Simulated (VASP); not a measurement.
# AlIn3Sb2 (P4/mmm) in VASP: further runs

AlIn3Sb2 is run at these levels: PBE; tasks: single point, relaxation of cell and atoms.

All numbers are computed with VASP 6.6.1; they aren't measurements. Logs are shortened: lines on timing, memory, paths and dates and some standing lists are left out, and cuts for length are marked.

**1. The cell of the first run**

The structure is tetragonal, space group P4/mmm (No. 123). Conventional cell: a = 5.747 Å, b = 5.747 Å, c = 6.047 Å, α = 90.00°, β = 90.00°, γ = 90.00°. Al (site symmetry 4/mmm) has 4 Sb at 2.87 Å and 2 In at 3.02 Å within 3.8 Å. In (site symmetry mmm) has 2 In at 2.87 Å and 2 Sb at 3.02 Å within 3.8 Å. Within 3.8 Å of In (site symmetry 4/mmm) lie 4 In at 2.87 Å and 2 Al at 3.02 Å. Within 3.8 Å of Sb (site symmetry mmm) lie 2 Al at 2.87 Å and 2 In at 3.02 Å.

The cell was built from a structure type or drawn by symmetry, and may not be a known phase.

**2. Single point, PBE**

File INCAR:

```
ALGO = Fast
EDIFF = 1E-7
ENCUT = 520
GGA = PE
ISIF = 2
ISMEAR = 0
LASPH = True
LCHARG = False
LREAL = False
LWAVE = False
NBANDS = 35
NELM = 80
PREC = Accurate
SIGMA = 0.1
```

File KPOINTS:

```
k-points
0
Gamma
  4 4 4
```

File POSCAR:

```
AlIn3Sb2
1.0
    5.7474469901      0.0000000000      0.0000000000
    0.0000000000      5.7474469901      0.0000000000
    0.0000000000      0.0000000000      6.0470312112
Al In Sb
1 3 2
Direct
    0.5000000000      0.5000000000      0.0000000000
    0.5000000000      0.0000000000      0.5000000000
    0.0000000000      0.5000000000      0.5000000000
    0.5000000000      0.5000000000      0.5000000000
    0.5000000000      0.0000000000      0.0000000000
    0.0000000000      0.5000000000      0.0000000000
```

Potentials or basis: VASP PAW PBE potentials, release 64 (Al, In_d, Sb).

Command:

```bash
$ cat potpaw_PBE.64/Al/POTCAR potpaw_PBE.64/In_d/POTCAR potpaw_PBE.64/Sb/POTCAR > POTCAR
$ mpirun -np 1 vasp_std > vasp.out
```

OUTCAR:

```text
EDIFF = 1E-7
   ENCUT = 520
   GGA = PE
   ISIF = 2
   ISMEAR = 0
   LASPH = True
   LREAL = False
   NELM = 80
   PREC = Accurate

 ion  position               nearest neighbor table
   1  0.500  0.500  0.000-   5 2.87   6 2.87   5 2.87   6 2.87   4 3.02   4 3.02
   2  0.500  0.000  0.500-   4 2.87   4 2.87   5 3.02   5 3.02
   3  0.000  0.500  0.500-   4 2.87   4 2.87   6 3.02   6 3.02
   4  0.500  0.500  0.500-   2 2.87   3 2.87   2 2.87   3 2.87   1 3.02   1 3.02
   5  0.500  0.000  0.000-   1 2.87   1 2.87   2 3.02   2 3.02
   6  0.000  0.500  0.000-   1 2.87   1 2.87   3 3.02   3 3.02

  LATTYP: Found a simple tetragonal cell.
 ALAT       =     5.7474469901
 C/A-ratio  =     1.0521247471

  Lattice vectors:

 A1 = (   5.7474469901,   0.0000000000,   0.0000000000)
 A2 = (   0.0000000000,   5.7474469901,   0.0000000000)
 A3 = (   0.0000000000,   0.0000000000,   6.0470312112)

Analysis of symmetry for initial positions (statically):
=====================================================================
 Subroutine PRICEL returns:
 Original cell was already a primitive cell.

 Routine SETGRP: Setting up the symmetry group for a
 simple tetragonal supercell.

 Subroutine GETGRP returns: Found 16 space group operations
 (whereof 16 operations were pure point group operations)
 out of a pool of 16 trial point group operations.

The static configuration has the point symmetry D_4h.

Analysis of symmetry for dynamics (positions and initial velocities):
=====================================================================
 Subroutine PRICEL returns:
 Original cell was already a primitive cell.

 Routine SETGRP: Setting up the symmetry group for a
 simple tetragonal supercell.

 Subroutine GETGRP returns: Found 16 space group operations
 (whereof 16 operations were pure point group operations)
 out of a pool of 16 trial point group operations.

The dynamic configuration has the point symmetry D_4h.

 Subroutine INISYM returns: Found 16 space group operations
 (whereof 16 operations are pure point group operations),
 and found     1 'primitive' translations

----------------------------------------------------------------------------------------

                                     Primitive cell

  volume of cell :     199.7525

  direct lattice vectors                    reciprocal lattice vectors
     5.747446990  0.000000000  0.000000000     0.173990295  0.000000000  0.000000000
     0.000000000  5.747446990  0.000000000     0.000000000  0.173990295  0.000000000
     0.000000000  0.000000000  6.047031211     0.000000000  0.000000000  0.165370405

  length of vectors
     5.747446990  5.747446990  6.047031211     0.173990295  0.173990295  0.165370405

  position of ions in fractional coordinates (direct lattice)
     0.500000000  0.500000000  0.000000000
     0.500000000  0.000000000  0.500000000
     0.000000000  0.500000000  0.500000000
     0.500000000  0.500000000  0.500000000
     0.500000000  0.000000000  0.000000000
     0.000000000  0.500000000  0.000000000

  ion indices of the primitive-cell ions
   primitive index   ion index
                 1           1
                 2           2
                 3           3
                 4           4
                 5           5
                 6           6

----------------------------------------------------------------------------------------

 KPOINTS: k-points

Automatic generation of k-mesh.
 Grid dimensions read from file:
 generate k-points for:    4    4    4

 Generating k-lattice:

  Cartesian coordinates                     Fractional coordinates (reciprocal lattice)
     0.043497574  0.000000000  0.000000000     0.250000000  0.000000000  0.000000000
     0.000000000  0.043497574  0.000000000     0.000000000  0.250000000  0.000000000
     0.000000000  0.000000000  0.041342601     0.000000000  0.000000000  0.250000000

  Length of vectors
     0.043497574  0.043497574  0.041342601

  Shift w.r.t. Gamma in fractional coordinates (k-lattice)
     0.000000000  0.000000000  0.000000000

 Subroutine IBZKPT returns following result:
 ===========================================

 Found     18 irreducible k-points:

 Following reciprocal coordinates:
            Coordinates               Weight
  0.000000  0.000000  0.000000      1.000000
  0.250000  0.000000  0.000000      4.000000
  0.500000  0.000000  0.000000      2.000000
  0.250000  0.250000  0.000000      4.000000
  0.500000  0.250000  0.000000      4.000000
  0.500000  0.500000  0.000000      1.000000
[... 10 lines left out ...]
  0.500000  0.250000  0.500000      4.000000
  0.500000  0.500000  0.500000      1.000000
   k-points           NKPTS =     18   k-points in BZ     NKDIM =     18   number of bands    NBANDS=     35
   number of dos      NEDOS =    301   number of ions     NIONS =      6
   total plane-waves  NPLWV = 110592
   dimension x,y,z NGX =    48 NGY =   48 NGZ =   48
   dimension x,y,z NGXF=    96 NGYF=   96 NGZF=   96
   ions per type =               1   3   2
   NGX,Y,Z   is equivalent  to a cutoff of  13.88, 13.88, 13.20 a.u.
   NGXF,Y,Z  is equivalent  to a cutoff of  27.77, 27.77, 26.39 a.u.
 SYSTEM =  unknown system
   PREC   = accura    normal or accurate (medium, high low for compatibility)
   ISTART =      0    job   : 0-new  1-cont  2-samecut
   ICHARG =      2    charge: 1-file 2-atom 10-const
   ISPIN  =      1    spin polarized calculation?
   LNONCOLLINEAR =      F non collinear calculations
   LSORBIT =      F    spin-orbit coupling
   LASPH  =      T    aspherical Exc in radial PAW
   ENCUT  =  520.0 eV  38.22 Ry    6.18 a.u.  10.69 10.69 11.24*2*pi/ulx,y,z
   NELM   =     80;   NELMIN=  2; NELMDL= -5     # of ELM steps
   EDIFF  = 0.1E-06   stopping-criterion for ELM
   LREAL  =      F    real-space projection
   EDIFFG = 0.1E-05   stopping-criterion for IOM
   NSW    =      0    number of steps for IOM
   IBRION =     -1    ionic relax: 0-MD 1-quasi-New 2-CG
   NFREE  =      0    steps in history (QN), initial steepest desc. (CG)
   ISIF   =      2    stress and relaxation
   ISYM   =      2    0-nonsym 1-usesym 2-fastsym
   POTIM  = 0.5000    time-step for ionic-motion
   TEBEG  =    0.0;   TEEND  =   0.0 temperature during run
   PSTRESS=    0.0 pullay stress
   NELECT =      52.0000    total number of electrons
   NUPDOWN=      -1.0000    fix difference up-down
   EMIN   =  10.00;   EMAX   =-10.00  energy-range for DOS
   EFERMI =   0.00;   METHOD = LEGACY
   ISMEAR =     0;   SIGMA  =   0.10  broadening in eV -4-tet -1-fermi 0-gaus
   EFERMI_NEDOS =   21; number of points for ismear=-14 and -15
   IALGO  =     68    algorithm
   IMIX   =      4    mixing-type and parameters
     AMIX     =   0.40;   BMIX     =  1.00
     AMIX_MAG =   1.60;   BMIX_MAG =  1.00
  volume/ion in A,a.u.               =      33.29       224.67
  Fermi-wavevector in a.u.,A,eV,Ry     =   1.045310  1.975350 14.866727  1.092674
  Thomas-Fermi vector in A             =   2.180100
   LORBIT       =      0    0 simple, 1 ext, 2 COOP (PROOUT), +10 PAW based schemes
   GGA     = PE    functional components
   LHFCALC =     F    Hartree Fock is set to
   AEXX    =    0.0000 exact exchange contribution
   IVDW    =     0    specifies the selected vdW correction
   LEPSILON=     F    determine dielectric tensor
   LRPA    =     F    only Hartree local field effects (RPA)
 non-spin polarized calculation
 RMM-DIIS sequential band-by-band and
 Gauss-broadening in eV      SIGMA  =   0.10
  energy-cutoff  :      520.00
  volume of cell :      199.75
 maximum number of plane-waves:      5432
 NGX is ok and might be reduce to    48
   NGX = 21   NGY = 21   NGZ = 23

 number of electron      51.9999999 magnetization

 Free energy of the ion-electron system (eV)
  ---------------------------------------------------
  ext. energy  EPLUGINS =         0.00000000
  ---------------------------------------------------
  free energy    TOTEN  =       -17.78720161 eV

  energy without entropy =      -17.76088199  energy(sigma->0) =      -17.77404180

 E-fermi :   4.7439     XC(G=0):  -8.6730

 val. band max:        4.7394444896   @ k =   0.2500   0.0000   0.0000
 cond. band min:       4.7602532116   @ k =   0.0000   0.0000   0.2500
 fundamental gap:      0.0208087220
 Fermi energy:         4.7438687628

 k-point     1 :       0.0000    0.0000    0.0000
  band No.  band energies     occupation
      1     -10.4591      2.00000
      2     -10.2627      2.00000
      3     -10.1587      2.00000
      4     -10.0070      2.00000
      5     -10.0070      2.00000
      6      -9.9520      2.00000
[... 27 lines left out ...]
     34       8.5479      0.00000
     35       8.8089      0.00000

 k-point     2 :       0.2500    0.0000    0.0000
  band No.  band energies     occupation
      1     -10.4069      2.00000
      2     -10.1880      2.00000
      3     -10.1166      2.00000
      4     -10.0050      2.00000
      5      -9.9547      2.00000
      6      -9.9470      2.00000
[... 27 lines left out ...]
     34       9.5318      0.00000
     35      10.0285      0.00000

 k-point     3 :       0.5000    0.0000    0.0000
  band No.  band energies     occupation
      1     -10.3780      2.00000
      2     -10.0577      2.00000
      3     -10.0030      2.00000
      4      -9.9623      2.00000
      5      -9.9441      2.00000
      6      -9.9287      2.00000
[... 27 lines left out ...]
     34       9.9589      0.00000
     35      10.5606      0.00000
[... 495 lines left out ...]
 k-point    17 :       0.5000    0.2500    0.5000
  band No.  band energies     occupation
      1     -10.2468      2.00000
      2     -10.0085      2.00000
      3      -9.9610      2.00000
      4      -9.9518      2.00000
      5      -9.9340      2.00000
      6      -9.9133      2.00000
[... 27 lines left out ...]
     34       8.2366      0.00000
     35       9.2275      0.00000

 k-point    18 :       0.5000    0.5000    0.5000
  band No.  band energies     occupation
      1      -9.9651      2.00000
      2      -9.9651      2.00000
      3      -9.9358      2.00000
      4      -9.9358      2.00000
      5      -9.9071      2.00000
      6      -9.8875      2.00000
[... 27 lines left out ...]
     34       8.3603      0.00000
     35       9.2924      0.00000

------------------------ aborting loop because EDIFF is reached ----------------------------------------

  FORCE on cell =-STRESS in cart. coord.  units (eV):
  Direction    XX          YY          ZZ          XY          YZ          ZX
  --------------------------------------------------------------------------------------
  -------------------------------------------------------------------------------------
  Total        0.0399257      0.0399257     -0.2821065      0.0000000      0.0000000      0.0000000
  in kB        0.3202362      0.3202362     -2.2627234      0.0000000      0.0000000      0.0000000
  external PRESSURE =      -0.5407503 kB  Pullay stress =       0.0000000 kB

 VOLUME and BASIS-vectors are now :
 -----------------------------------------------------------------------------
  energy-cutoff  :      520.00
  volume of cell :      199.75
      direct lattice vectors                 reciprocal lattice vectors
     5.747446990  0.000000000  0.000000000     0.173990295  0.000000000  0.000000000
     0.000000000  5.747446990  0.000000000     0.000000000  0.173990295  0.000000000
     0.000000000  0.000000000  6.047031211     0.000000000  0.000000000  0.165370405

 POSITION                                       TOTAL-FORCE (eV/Angst)
 -----------------------------------------------------------------------------------
      2.87372      2.87372      0.00000         0.000000      0.000000      0.000000
      2.87372      0.00000      3.02352         0.000000      0.000000      0.000000
      0.00000      2.87372      3.02352         0.000000      0.000000      0.000000
      2.87372      2.87372      3.02352         0.000000      0.000000      0.000000
      2.87372      0.00000      0.00000         0.000000      0.000000      0.000000
      0.00000      2.87372      0.00000         0.000000      0.000000      0.000000
 -----------------------------------------------------------------------------------
    total drift:                                0.000000     -0.000000     -0.000000

  FREE ENERGIE OF THE ION-ELECTRON SYSTEM (eV)
  ---------------------------------------------------
  free  energy   TOTEN  =       -17.7872016090 eV

  energy  without entropy=      -17.7608819877  energy(sigma->0) =      -17.77404180
```

It took 2.1 min on 1 thread of Intel Xeon 6975P-C (Granite Rapids), shared host; peak memory 0.39 GiB.

What came out:

```
Free energy            : -17.7872 eV
Pressure               : -0.1 GPa
Band gap on the k mesh : zero (bands 26 and 27 overlap by 2.20 eV)
```

Stress tensor (GPa, compression positive):
```
 0.03  0.00  0.00
 0.00  0.03  0.00
 0.00  0.00 -0.23
```

Levels at points of the mesh, in eV from the Fermi level:
```csv
k point,band 24,band 25,band 26,band 27,band 28,band 29
"(0.00, 0.00, 0.00)",-2.03,-0.76,-0.76,-0.01,-0.01,0.68
"(0.50, 0.00, 0.00)",-1.22,-1.18,-1.06,-0.38,-0.03,1.76
"(0.50, 0.50, 0.00)",-2.66,-1.48,-0.04,0.45,1.17,2.36
"(0.00, 0.00, 0.50)",-1.91,-1.91,0.33,0.33,0.42,0.96
"(0.50, 0.00, 0.50)",-0.86,-0.80,0.70,0.99,1.06,1.20
"(0.50, 0.50, 0.50)",0.17,1.27,1.27,1.44,1.75,2.62
```

Caveat: spin-orbit coupling is left out, which moves the levels of the heavy elements.

**3. Single point, PBE**

This run uses another cell than the first one, of 26.38 Å³/atom.

File INCAR:

```
PREC = Accurate
ENCUT = 520
EDIFF = 1E-7
ISMEAR = 0
SIGMA = 0.1
LREAL = False
LASPH = True
NELM = 100
ALGO = Fast
ISIF = 2
LWAVE = False
LCHARG = False
GGA = PE
NBANDS = 35
```

File KPOINTS:

```
regular mesh
0
Gamma
  4 4 4
```

Changes to POSCAR since step 2:

```diff
@@ -2,5 +2,5 @@
 1.0
-    5.7474469901      0.0000000000      0.0000000000
-    0.0000000000      5.7474469901      0.0000000000
-    0.0000000000      0.0000000000      6.0470312112
+    4.7589148100      0.0000000000      0.0000000000
+    0.0000000000      4.7589148100      0.0000000000
+    0.0000000000      0.0000000000      6.9881605200
 Al In Sb
```

Potentials or basis: VASP PAW PBE potentials, release 64 (Al, In_d, Sb).

Command:

```bash
$ cat potpaw_PBE.64/Al/POTCAR potpaw_PBE.64/In_d/POTCAR potpaw_PBE.64/Sb/POTCAR > POTCAR
$ mpirun -np 1 vasp_std > vasp.out
```

It took 83 s on 1 thread of Intel Xeon 6975P-C (Granite Rapids), shared host; peak memory 0.3 GiB.

The run converged. Its results:

* Free energy: -12.0062 eV
* Pressure: 25.2 GPa
* Band gap on the k mesh: zero (bands 26 and 27 overlap by 1.03 eV)

Stress tensor (GPa, compression positive):
```
39.39  0.00  0.00
 0.00 39.39  0.00
 0.00  0.00 -3.12
```

Levels at points of the mesh, in eV from the Fermi level:
| k point | band 23 | band 24 | band 25 | band 26 | band 27 | band 28 | band 29 | band 30 |
| --- | --- | --- | --- | --- | --- | --- | --- | --- |
| (0.00, 0.00, 0.00) | -2.57 | -1.75 | -0.94 | -0.51 | 1.12 | 1.46 | 1.46 | 1.78 |
| (0.50, 0.00, 0.00) | -2.68 | -1.57 | -1.27 | -0.65 | 0.26 | 1.70 | 2.02 | 2.45 |
| (0.50, 0.50, 0.00) | -2.37 | -2.37 | -1.75 | -1.68 | 1.39 | 2.76 | 4.16 | 4.36 |
| (0.00, 0.00, 0.50) | -2.80 | -2.52 | -2.23 | -0.66 | 0.64 | 1.53 | 1.53 | 1.78 |
| (0.50, 0.00, 0.50) | -1.79 | -1.20 | -0.99 | -0.93 | -0.55 | -0.26 | 0.88 | 1.69 |
| (0.50, 0.50, 0.50) | -2.15 | -0.60 | -0.60 | 0.48 | 0.71 | 1.35 | 1.35 | 1.41 |

Caveat: the cell stands under pressure; spin-orbit coupling is left out, which moves the levels of the heavy elements.

(Continued in part 2 of 2.)
